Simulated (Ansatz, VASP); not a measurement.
**Two plane-wave programs on LiNbO3**

Contents of POSCAR:

```
LiNbO3
1.0
    4.0314975613      0.0000000000      0.0000000000
    0.0000000000      4.0314975613      0.0000000000
    0.0000000000      0.0000000000      4.0314975613
Li Nb O
1 1 3
Direct
    0.0000000000      0.0000000000      0.0000000000
    0.5000000000      0.5000000000      0.5000000000
    0.5000000000      0.5000000000      0.0000000000
    0.5000000000      0.0000000000      0.5000000000
    0.0000000000      0.5000000000      0.5000000000
```

INCAR.step1

```
PREC = Accurate
ENCUT = 520
ISMEAR = 0
SIGMA = 0.01
LREAL = F
LASPH = T
NELM = 60
NBANDS = 25
GGA = PE
ALGO = Normal
EDIFF = 1E-4
LWAVE = T
LCHARG = F
```

File INCAR.step2:

```
PREC = Accurate
ENCUT = 520
EDIFF = 1E-6
ISMEAR = 0
SIGMA = 0.01
LREAL = F
LASPH = T
NELM = 60
ALGO = Normal
ISIF = 2
LWAVE = F
LCHARG = F
METAGGA = R2SCAN
LMIXTAU = T
NBANDS = 25
ISTART = 1
```

File KPOINTS:

```
regular mesh
0
Gamma
  6 6 6
```

Input for Ansatz:

```yaml
crystal:
  lattice:
    - [4.0314975613, 0.0, 0.0]
    - [0.0, 4.0314975613, 0.0]
    - [0.0, 0.0, 4.0314975613]
  atoms:
    - { symbol: Li, position: [0.0, 0.0, 0.0] }
    - { symbol: Nb, position: [0.5, 0.5, 0.5] }
    - { symbol: O, position: [0.5, 0.5, 0.0] }
    - { symbol: O, position: [0.5, 0.0, 0.5] }
    - { symbol: O, position: [0.0, 0.5, 0.5] }
kpoints:
  mp_grid: { grid: [6, 6, 6] }
  band_path:
    path: [[0.0, 0.0, 0.0], [0.0, 0.5, 0.0], [0.5, 0.5, 0.0], [0.5, 0.5, 0.5]]
    npoints: 1
hamiltonian:
  xc: r2scan
scf:
  occupations: { method: fixed }
  n_extra_bands: 5
output:
  forces: true
  stress: true
  eigenvalues: true
```

Change from the starting cell: hydrostatic strain +2.5%.

Alike in both runs: task single point; functional r2SCAN; k mesh 6 × 6 × 6; no spin polarisation.

|  | VASP | Ansatz |
| --- | --- | --- |
| version | VASP 6.6.1 | Ansatz 0.2.0 |
| potentials or method | VASP PAW PBE potentials, release 64 (Li_sv, Nb_sv, O) | plane waves, PAW |
| plane-wave cutoff (eV) | 520 | 500 |
| occupations | gaussian, width 0.01 eV | fixed |
| valence electrons in the cell | 34 | 34 |

|  | VASP | Ansatz | Ansatz less VASP |
| --- | --- | --- | --- |
| gap on the k mesh at the Fermi level (eV) | 1.91 | 1.93 | +0.016 |

VASP's potentials were made for PBE, not for r2SCAN.

Noted on VASP's run: the cutoff is under 1.25 times that of the potentials, so the pressure is a little rough.
